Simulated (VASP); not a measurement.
# AlN in VASP: further runs, part 2 of 3

VASP 6.6.1. Earlier steps stand in the parts before.

## Step 4: Electric field gradients, LDA (equal xy, yz and zx shear strains of +1 %)

Contents of INCAR:

```
ALGO     = Normal         # electronic algorithm
EDIFF    = 1E-8           # SCF threshold, eV
ENCUT    = 520            # plane-wave cutoff, eV
ISIF     = 2              # what is computed and relaxed
ISMEAR   = -1             # smearing method
LASPH    = True           # aspherical terms in the spheres
LCHARG   = False          # write CHGCAR
LEFG     = True         
LREAL    = False          # projectors in reciprocal space
LWAVE    = False          # write WAVECAR
NBANDS   = 11             # bands
NELM     = 60             # most SCF steps
PREC     = Accurate       # precision mode
SIGMA    = 0.01           # smearing width, eV
```

Contents of KPOINTS:

```
k-points
0
Gamma
  12 12 12
```

Contents of POSCAR:

```
AlN
1.0
    0.0197800000      1.9878900000      1.9878900000
    1.9878900000      0.0197800000      1.9878900000
    1.9878900000      1.9878900000      0.0197800000
Al N
1 1
Direct
    0.0000000000      0.0000000000      0.0000000000
    0.5000000000      0.5000000000      0.5000000000
```

Potentials or basis: VASP PAW LDA potentials, release 64 (Al, N).

Command:

```bash
cat potpaw_LDA.64/Al/POTCAR potpaw_LDA.64/N/POTCAR > POTCAR
mpirun -np 1 vasp_std > vasp.out
```

OUTCAR:

```text
EDIFF = 1E-8
   ENCUT = 520
   ISIF = 2
   ISMEAR = -1
   LASPH = True
   LREAL = False
   NELM = 60
   PREC = Accurate

 ion  position               nearest neighbor table
   1  0.000  0.000  0.000-   2 1.98   2 1.98   2 1.98   2 1.98   2 1.98   2 1.98
   2  0.500  0.500  0.500-   1 1.98   1 1.98   1 1.98   1 1.98   1 1.98   1 1.98

  LATTYP: Found a trigonal (rhomboedric) cell.
 ALAT       =     2.8113705826
 COS(alpha) =     0.5099250056

  Lattice vectors:

 A1 = (   0.0197800000,   1.9878900000,   1.9878900000)
 A2 = (   1.9878900000,   0.0197800000,   1.9878900000)
 A3 = (   1.9878900000,   1.9878900000,   0.0197800000)

Analysis of symmetry for initial positions (statically):
[... 548 lines left out ...]
  energy  without entropy=      -16.1975379395  energy(sigma->0) =      -16.19753794

 Electric field gradients (V/A^2)
---------------------------------------------------------------------
 ion       V_xx      V_yy      V_zz      V_xy      V_xz      V_yz
---------------------------------------------------------------------
   1       0.000     0.000     0.000    -0.146    -0.146    -0.146
   2      -0.000     0.000     0.000     2.183     2.183     2.183
---------------------------------------------------------------------

 Electric field gradients after diagonalization (V/A^2)
 (convention: |V_zz| > |V_xx| > |V_yy|)
----------------------------------------------------------------------
 ion       V_xx      V_yy      V_zz     asymmetry (V_yy - V_xx)/ V_zz
----------------------------------------------------------------------
   1       0.146     0.146    -0.292       0.000
   2      -2.183    -2.183     4.367       0.000
----------------------------------------------------------------------

           NMR quadrupolar parameters

 Cq : quadrupolar parameter    Cq=e*Q*V_zz/h
 eta: asymmetry parameters     (V_yy - V_xx)/ V_zz
 Q  : nuclear electric quadrupole moment in mb (millibarn)
----------------------------------------------------------------------
 ion       Cq(MHz)       eta       Q (mb)
----------------------------------------------------------------------
   1      -0.001       0.000       1.000
   2       0.011       0.000       1.000
----------------------------------------------------------------------
```

stdout:

```text
POSCAR found type information on POSCAR AlN
 POSCAR found :  2 types and       2 ions
 scaLAPACK will be used
 LDA part: xc-table for (Slater(with rela. corr.)+CA(PZ))
 , standard interpolation
 POSCAR, INCAR and KPOINTS ok, starting setup
 FFT: planning ... GRIDC
 FFT: planning ... GRID_SOFT
 FFT: planning ... GRID
 WAVECAR not read
 entering main loop
ion   1

ion   2
```

It took 19 s on 1 thread of Intel Xeon Platinum 8259CL at 2.50GHz (Skylake/Cascade Lake), shared host; peak memory 0.14 GiB.

Results:

```yaml
Free_energy: -16.1975 eV
Pressure: 13.3 GPa
Band_gap_on_the_k_mesh: 4.84 eV, indirect (least direct gap 6.66 eV)
```

Levels at points of the mesh, in eV from the valence-band top:
| k point | band 1 | band 2 | band 3 | band 4 | band 5 | band 6 | band 7 | band 8 |
| --- | --- | --- | --- | --- | --- | --- | --- | --- |
| (0.00, 0.00, 0.00) | -18.10 | -0.23 | 0.00 | 0.00 | 6.66 | 11.85 | 12.31 | 12.31 |
| (0.50, 0.00, 0.00) | -14.46 | -8.82 | -1.39 | -1.25 | 6.39 | 11.10 | 11.28 | 14.08 |
| (0.50, 0.50, 0.00) | -13.38 | -7.94 | -3.17 | -2.95 | 4.84 | 5.18 | 14.61 | 17.92 |
| (0.50, 0.50, 0.50) | -14.57 | -8.96 | -1.17 | -1.17 | 6.69 | 11.51 | 11.51 | 13.86 |

Electric field gradients, principal values (V/Å²):
```
atom   least  middle  greatest (by size)
1 Al   0.146   0.146              -0.292
 2 N  -2.183  -2.183               4.367
```

Caveat: the cell differs from its parent crystal (equal xy, yz and zx shear strains of +1 %); without QUAD_EFG the Cq values of the log hold for a quadrupole moment of 1 mb, not for the nuclei.

## Step 5: Electric field gradients, LDA (equal xy, yz and zx shear strains of +1 %)

Contents of INCAR:

```
SYSTEM = AlN
PREC = Accurate ; ENCUT = 520
EDIFF = 1E-8 ; ISMEAR = -1
SIGMA = 0.01 ; LREAL = .FALSE.
LASPH = .TRUE. ; NELM = 80
ALGO = Normal ; ISIF = 2
LWAVE = .FALSE. ; LCHARG = .FALSE.
GGA = CA ; LEFG = .TRUE.
NBANDS = 11
```

Contents of KPOINTS:

```
Automatic mesh
0
G
  12 12 12
  0 0 0
```

POSCAR is that of step 4.

Potentials or basis: VASP PAW LDA potentials, release 64 (Al, N).

Command:

```bash
cat potpaw_LDA.64/Al/POTCAR potpaw_LDA.64/N/POTCAR > POTCAR
mpirun -np 1 vasp_std > vasp.out
```

OUTCAR:

```text
SYSTEM = AlN
   PREC = Accurate
   ENCUT = 520
   EDIFF = 1E-8
   ISMEAR = -1
   LREAL = .FALSE.
   LASPH = .TRUE.
   NELM = 80
   ISIF = 2
   GGA = CA

 ion  position               nearest neighbor table
   1  0.000  0.000  0.000-   2 1.98   2 1.98   2 1.98   2 1.98   2 1.98   2 1.98
   2  0.500  0.500  0.500-   1 1.98   1 1.98   1 1.98   1 1.98   1 1.98   1 1.98

  LATTYP: Found a trigonal (rhomboedric) cell.
 ALAT       =     2.8113705826
 COS(alpha) =     0.5099250056

  Lattice vectors:

 A1 = (   0.0197800000,   1.9878900000,   1.9878900000)
 A2 = (   1.9878900000,   0.0197800000,   1.9878900000)
 A3 = (   1.9878900000,   1.9878900000,   0.0197800000)

Analysis of symmetry for initial positions (statically):
=====================================================================
 Subroutine PRICEL returns:
 Original cell was already a primitive cell.

 Routine SETGRP: Setting up the symmetry group for a
 trigonal (rhombohedral) supercell.

 Subroutine GETGRP returns: Found 12 space group operations
 (whereof 12 operations were pure point group operations)
 out of a pool of 12 trial point group operations.

The static configuration has the point symmetry D_3d.

Analysis of symmetry for dynamics (positions and initial velocities):
=====================================================================
 Subroutine PRICEL returns:
 Original cell was already a primitive cell.

 Routine SETGRP: Setting up the symmetry group for a
 trigonal (rhombohedral) supercell.

 Subroutine GETGRP returns: Found 12 space group operations
 (whereof 12 operations were pure point group operations)
 out of a pool of 12 trial point group operations.

The dynamic configuration has the point symmetry D_3d.

 Subroutine INISYM returns: Found 12 space group operations
 (whereof 12 operations are pure point group operations),
 and found     1 'primitive' translations

----------------------------------------------------------------------------------------

                                     Primitive cell

  volume of cell :      15.4766

  direct lattice vectors                    reciprocal lattice vectors
     0.019780000  1.987890000  1.987890000    -0.255308518  0.252793163  0.252793163
     1.987890000  0.019780000  1.987890000     0.252793163 -0.255308518  0.252793163
     1.987890000  1.987890000  0.019780000     0.252793163  0.252793163 -0.255308518

  length of vectors
     2.811370583  2.811370583  2.811370583     0.439307644  0.439307644  0.439307644

  position of ions in fractional coordinates (direct lattice)
     0.000000000  0.000000000  0.000000000
     0.500000000  0.500000000  0.500000000

  ion indices of the primitive-cell ions
   primitive index   ion index
                 1           1
                 2           2

----------------------------------------------------------------------------------------

 KPOINTS: Automatic mesh

Automatic generation of k-mesh.
 Grid dimensions read from file:
 generate k-points for:   12   12   12

 Generating k-lattice:

  Cartesian coordinates                     Fractional coordinates (reciprocal lattice)
[... 73 lines left out ...]
   EMIN   =  10.00;   EMAX   =-10.00  energy-range for DOS
   EFERMI =   0.00;   METHOD = LEGACY
   ISMEAR =    -1;   SIGMA  =   0.01  broadening in eV -4-tet -1-fermi 0-gaus
   EFERMI_NEDOS =   21; number of points for ismear=-14 and -15
   IALGO  =     38    algorithm
   IMIX   =      4    mixing-type and parameters
     AMIX     =   0.40;   BMIX     =  1.00
     AMIX_MAG =   1.60;   BMIX_MAG =  1.00
  volume/ion in A,a.u.               =       7.74        52.22
  Fermi-wavevector in a.u.,A,eV,Ry     =   1.313851  2.482818 23.486428  1.726204
  Thomas-Fermi vector in A             =   2.444145
   LORBIT       =      0    0 simple, 1 ext, 2 COOP (PROOUT), +10 PAW based schemes
   GGA     = CA    functional components
   LHFCALC =     F    Hartree Fock is set to
   AEXX    =    0.0000 exact exchange contribution
   IVDW    =     0    specifies the selected vdW correction
   LEPSILON=     F    determine dielectric tensor
   LRPA    =     F    only Hartree local field effects (RPA)
 non-spin polarized calculation
  energy-cutoff  :      520.00
  volume of cell :       15.48
 maximum number of plane-waves:       430
 NGX is ok and might be reduce to    24
   NGX = 11   NGY = 11   NGZ = 11

 number of electron       8.0000000 magnetization

 Free energy of the ion-electron system (eV)
  ---------------------------------------------------
  ext. energy  EPLUGINS =         0.00000000
  ---------------------------------------------------
  free energy    TOTEN  =       -16.19753794 eV

  energy without entropy =      -16.19753794  energy(sigma->0) =      -16.19753794

 E-fermi :  10.9485     XC(G=0): -12.8840

 val. band max:       10.6635353509   @ k =   0.0000   0.0000   0.0000
 cond. band min:      15.5065914479   @ k =   0.5000   0.5000  -0.0000
 fundamental gap:      4.8430560971
 Fermi energy:        10.9485240452

 k-point     1 :       0.0000    0.0000    0.0000
  band No.  band energies     occupation
      1      -7.4328      2.00000
      2      10.4382      2.00000
      3      10.6635      2.00000
      4      10.6635      2.00000
      5      17.3246      0.00000
      6      22.5131      0.00000
      7      22.9704      0.00000
      8      22.9704      0.00000
      9      28.2001      0.00000
     10      28.7047      0.00000
     11      28.7047      0.00000
[... 309 lines left out ...]
 k-point    24 :      -0.4167    0.1667    0.0000
  band No.  band energies     occupation
      1      -3.5008      2.00000
      2       2.4771      2.00000
      3       7.3433      2.00000
      4       8.9498      2.00000
      5      18.3386      0.00000
      6      20.4773      0.00000
      7      22.9604      0.00000
      8      24.0024      0.00000
      9      29.5986      0.00000
     10      30.7599      0.00000
     11      31.3615      0.00000

 [... further k-points ...]
[... 5 lines left out ...]
  --------------------------------------------------------------------------------------
  -------------------------------------------------------------------------------------
  Total        1.2825426      1.2825426      1.2825426     -0.3376596     -0.3376596     -0.3376596
  in kB      132.7718487    132.7718487    132.7718487    -34.9553247    -34.9553247    -34.9553247
  external PRESSURE =     132.7718487 kB  Pullay stress =       0.0000000 kB

 VOLUME and BASIS-vectors are now :
 -----------------------------------------------------------------------------
  energy-cutoff  :      520.00
  volume of cell :       15.48
      direct lattice vectors                 reciprocal lattice vectors
     0.019780000  1.987890000  1.987890000    -0.255308518  0.252793163  0.252793163
     1.987890000  0.019780000  1.987890000     0.252793163 -0.255308518  0.252793163
     1.987890000  1.987890000  0.019780000     0.252793163  0.252793163 -0.255308518

 POSITION                                       TOTAL-FORCE (eV/Angst)
 -----------------------------------------------------------------------------------
      0.00000      0.00000      0.00000         0.000000     -0.000000      0.000000
      1.99778      1.99778      1.99778        -0.000000      0.000000     -0.000000
 -----------------------------------------------------------------------------------
    total drift:                               -0.000000     -0.000000      0.000000

  FREE ENERGIE OF THE ION-ELECTRON SYSTEM (eV)
  ---------------------------------------------------
  free  energy   TOTEN  =       -16.1975379395 eV

  energy  without entropy=      -16.1975379395  energy(sigma->0) =      -16.19753794

 Electric field gradients (V/A^2)
---------------------------------------------------------------------
 ion       V_xx      V_yy      V_zz      V_xy      V_xz      V_yz
---------------------------------------------------------------------
   1       0.000     0.000     0.000    -0.146    -0.146    -0.146
   2      -0.000     0.000     0.000     2.183     2.183     2.183
---------------------------------------------------------------------

 Electric field gradients after diagonalization (V/A^2)
 (convention: |V_zz| > |V_xx| > |V_yy|)
----------------------------------------------------------------------
 ion       V_xx      V_yy      V_zz     asymmetry (V_yy - V_xx)/ V_zz
----------------------------------------------------------------------
   1       0.146     0.146    -0.292       0.000
   2      -2.183    -2.183     4.367       0.000
----------------------------------------------------------------------

           NMR quadrupolar parameters

 Cq : quadrupolar parameter    Cq=e*Q*V_zz/h
 eta: asymmetry parameters     (V_yy - V_xx)/ V_zz
 Q  : nuclear electric quadrupole moment in mb (millibarn)
----------------------------------------------------------------------
 ion       Cq(MHz)       eta       Q (mb)
----------------------------------------------------------------------
   1      -0.001       0.000       1.000
   2       0.011       0.000       1.000
----------------------------------------------------------------------
```

OSZICAR:

```text
N       E                     dE             d eps       ncg     rms          rms(c)
DAV:   1     0.644089592802E+01    0.64409E+01   -0.41803E+03  4406   0.631E+02
DAV:   2    -0.176272257424E+02   -0.24068E+02   -0.23220E+02  4929   0.128E+02
DAV:   3    -0.181506987439E+02   -0.52347E+00   -0.52273E+00  4962   0.162E+01
DAV:   4    -0.181521876049E+02   -0.14889E-02   -0.14888E-02  4578   0.105E+00
DAV:   5    -0.181521955347E+02   -0.79298E-05   -0.79297E-05  4833   0.722E-02    0.798E+00
DAV:   6    -0.162606909462E+02    0.18915E+01   -0.79955E+00  4401   0.150E+01    0.290E+00
DAV:   7    -0.162165784177E+02    0.44113E-01   -0.14822E-01  4809   0.263E+00    0.179E+00
DAV:   8    -0.161976324058E+02    0.18946E-01   -0.12496E-02  4380   0.103E+00    0.260E-01
DAV:   9    -0.161975374468E+02    0.94959E-04   -0.50019E-04  4794   0.130E-01    0.153E-01
DAV:  10    -0.161975382435E+02   -0.79666E-06   -0.17629E-05  4512   0.306E-02    0.234E-02
DAV:  11    -0.161975379478E+02    0.29570E-06   -0.45970E-07  4752   0.501E-03    0.460E-03
DAV:  12    -0.161975379395E+02    0.82464E-08   -0.33446E-08  4500   0.131E-03
   1 F= -.16197538E+02 E0= -.16197538E+02  d E =-.286716E-15
```

stdout:

```text
POSCAR found type information on POSCAR AlN
 POSCAR found :  2 types and       2 ions
 scaLAPACK will be used
 LDA part: xc-table for (Slater(with rela. corr.)+CA(PZ))
 , standard interpolation
 POSCAR, INCAR and KPOINTS ok, starting setup
 FFT: planning ... GRIDC
 FFT: planning ... GRID_SOFT
 FFT: planning ... GRID
 WAVECAR not read
 entering main loop
ion   1

ion   2
```

It took 21 s on 1 thread of Intel Xeon Platinum 8259CL at 2.50GHz (Skylake/Cascade Lake), shared host; peak memory 0.14 GiB.

What came out:

```
Free energy            : -16.1975 eV
Pressure               : 13.3 GPa
Band gap on the k mesh : 4.84 eV, indirect (least direct gap 6.66 eV)
```

Stress tensor (GPa, compression positive):
```
13.28 -3.50 -3.50
-3.50 13.28 -3.50
-3.50 -3.50 13.28
```

Electric field gradients, principal values (V/Å²):
```
atom   least  middle  greatest (by size)
1 Al   0.146   0.146              -0.292
 2 N  -2.183  -2.183               4.367
```

Caveat: the cell differs from its parent crystal (equal xy, yz and zx shear strains of +1 %); without QUAD_EFG the Cq values of the log hold for a quadrupole moment of 1 mb, not for the nuclei. A k mesh can miss the band edges.

[end of part 2 of 3]
